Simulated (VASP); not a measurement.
Wanted: the native input for a VASP 6.6.1 run.

```yaml
Task: single point
Functional: PBE
Potentials_or_basis: VASP PAW PBE potentials, release 64 (Al, Cl)
Cutoff: 520 eV
k_mesh: 8 × 8 × 6
Occupations: gaussian, width 0.1 eV
Spin: no spin polarisation
Dipole_correction: no
Further_INCAR_settings: ALGO = Normal; EDIFF = 1e-06; NBANDS = 24
```

The structure of Al5Cl2 lies in POSCAR:

```
Al5Cl2
1.0
    5.0343900523      0.0000000000      0.0000000000
    0.0000000000      5.0343900523      0.0000000000
    0.0000000000      0.0000000000      5.8998689604
Al Cl
5 2
Direct
    0.0000000000      0.5000000000      0.7430934580
    0.5000000000      0.0000000000      0.7430934580
    0.0000000000      0.5000000000      0.2569065420
    0.5000000000      0.0000000000      0.2569065420
    0.0000000000      0.0000000000      0.5000000000
    0.5000000000      0.5000000000      0.5000000000
    0.5000000000      0.5000000000      0.0000000000
```

The cell was generated, and may not be a known phase.

These files were run (other wordings do the same):

INCAR

```
  ALGO = Normal
  EDIFF = 1E-6
  ENCUT = 520
  GGA = PE
  ISIF = 2
  ISMEAR = 0
  LASPH = T
  LCHARG = F
  LREAL = F
  LWAVE = F
  NBANDS = 24
  NELM = 100
  PREC = Accurate
  SIGMA = 0.1
```

KPOINTS

```
k-points
0
Gamma
  8 8 6
```

Potentials or basis: VASP PAW PBE potentials, release 64 (Al, Cl).

The run is started by

```console
$ cat potpaw_PBE.64/Al/POTCAR potpaw_PBE.64/Cl/POTCAR > POTCAR
$ mpirun -np 1 vasp_std > vasp.out
```

It gave:

The pressure is 0.0 GPa and the band gap on the k mesh is zero (an odd number of electrons rules out a gap without spin polarisation).

Wall time 77 s on 1 thread of AMD EPYC 9R45 96-Core Processor (Zen 5), with other jobs on the host, peak memory 0.33 GiB.
